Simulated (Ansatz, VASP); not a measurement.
**CO2: VASP beside Ansatz**

Contents of INCAR:

```
PREC = Accurate
ENCUT = 520
EDIFF = 1E-7
ISMEAR = 0
SIGMA = 0.1
LREAL = False
LASPH = True
NELM = 80
ALGO = Normal
ISIF = 2
LWAVE = False
LCHARG = False
GGA = PE
NBANDS = 34
```

KPOINTS

```
Automatic mesh
0
Gamma
  6 6 4
```

POSCAR

```
CO2
1.0
    5.0310955529      0.0000000000      0.0000000000
   -2.5155477764      4.3570565576      0.0000000000
    0.0000000000      0.0000000000      5.5349233044
C O
3 6
Direct
    0.4650000000      0.0000000000      0.3333333333
    0.0000000000      0.4650000000      0.6666666667
    0.5350000000      0.5350000000      0.0000000000
    0.4150000000      0.2720000000      0.2130000000
    0.7280000000      0.1430000000      0.5463333333
    0.8570000000      0.5850000000      0.8796666667
    0.2720000000      0.4150000000      0.7870000000
    0.1430000000      0.7280000000      0.4536666667
    0.5850000000      0.8570000000      0.1203333333
```

Input for Ansatz:

```yaml
crystal:
  lattice:
    - [5.0310955529, 0.0, 0.0]
    - [-2.5155477764, 4.3570565576, 0.0]
    - [0.0, 0.0, 5.5349233044]
  atoms:
    - { symbol: C, position: [0.465, 0.0, 0.3333333333] }
    - { symbol: C, position: [0.0, 0.465, 0.6666666667] }
    - { symbol: C, position: [0.535, 0.535, 0.0] }
    - { symbol: O, position: [0.415, 0.272, 0.213] }
    - { symbol: O, position: [0.728, 0.143, 0.5463333333] }
    - { symbol: O, position: [0.857, 0.585, 0.8796666667] }
    - { symbol: O, position: [0.272, 0.415, 0.787] }
    - { symbol: O, position: [0.143, 0.728, 0.4536666667] }
    - { symbol: O, position: [0.585, 0.857, 0.1203333333] }
basis:
  ecutwfc: 420
kpoints:
  mp_grid: { grid: [6, 6, 4] }
hamiltonian:
  xc: pbe
scf:
  occupations: { method: gaussian, width: 0.1 }
  lower_state_search: "off"
output:
  forces: true
  stress: true
  eigenvalues: true
```

Alike in both runs: task single point; functional PBE; k mesh 6 × 6 × 4; occupations gaussian, width 0.1 eV; no spin polarisation.

```csv
,VASP,Ansatz
version,VASP 6.6.1,Ansatz 0.2.0
potentials or method,"VASP PAW PBE potentials, release 64 (C, O), cutoff 520 eV","scalar-relativistic, plane waves, PAW"
valence electrons in the cell,48,48
```

|  | VASP | Ansatz | Ansatz less VASP |
| --- | --- | --- | --- |
| gap on the k mesh at the Fermi level (eV) | 1.04 | 1.06 | +0.017 |
| least direct gap on the mesh (eV) | 1.20 | 1.21 | +0.016 |
| rms of the force components (eV/Å) | 0.544 | 0.548 | +0.0037 |

Atom by atom the forces differ by 0.004 eV/Å (rms over components). With one functional, cell and mesh, what is left measures potentials, basis and numerics.
